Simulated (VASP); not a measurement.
Here is a VASP 6.6.1 calculation.

Contents of INCAR:

```
  PREC = Accurate
  ENCUT = 600
  EDIFF = 1E-7
  ISMEAR = 0
  SIGMA = 0.1
  LREAL = F
  LASPH = T
  NELM = 60
  ALGO = Normal
  ISIF = 3
  LWAVE = F
  LCHARG = F
  GGA = PE
  IBRION = 2
  NSW = 100
  EDIFFG = -0.01
```

Contents of KPOINTS:

```
regular mesh
0
Gamma
  12 12 4
```

POSCAR

```
B2Se
1.0
    2.9927938292      0.0000000000      0.0000000000
   -1.4963969146      2.5918354844      0.0000000000
    0.0000000000      0.0000000000     10.8183566280
B Se
4 2
Direct
    0.3333333333      0.6666666667      0.1507088491
    0.6666666667      0.3333333333      0.6507088491
    0.0000000000      0.0000000000      0.1361191331
    0.0000000000      0.0000000000      0.6361191331
    0.3333333333      0.6666666667      0.3381720178
    0.6666666667      0.3333333333      0.8381720178
```

Potentials or basis: VASP PAW PBE potentials, release 64 (B, Se).

Run with:

```bash
$ cat potpaw_PBE.64/B/POTCAR potpaw_PBE.64/Se/POTCAR > POTCAR
$ mpirun -np 1 vasp_std > vasp.out
```

(1) Estimate the relaxed cell.

(2) Predict the band gap on the k mesh.

(3) What does it give for the relaxed volume?

(4) Predict the space group after relaxing (to 0.1 Å).

Results:

(1) a = 3.028 Å, b = 3.028 Å, c = 11.056 Å, α = 90.00°, β = 90.00°, γ = 120.00°.

(2) zero (bands 12 and 13 overlap by 4.61 eV).

(3) 14.63 Å³/atom.

(4) P6_3mc (No. 186).

Caveat: this functional lacks dispersion, which binds the layers, so the pressure and a relaxed spacing across them are unreliable.
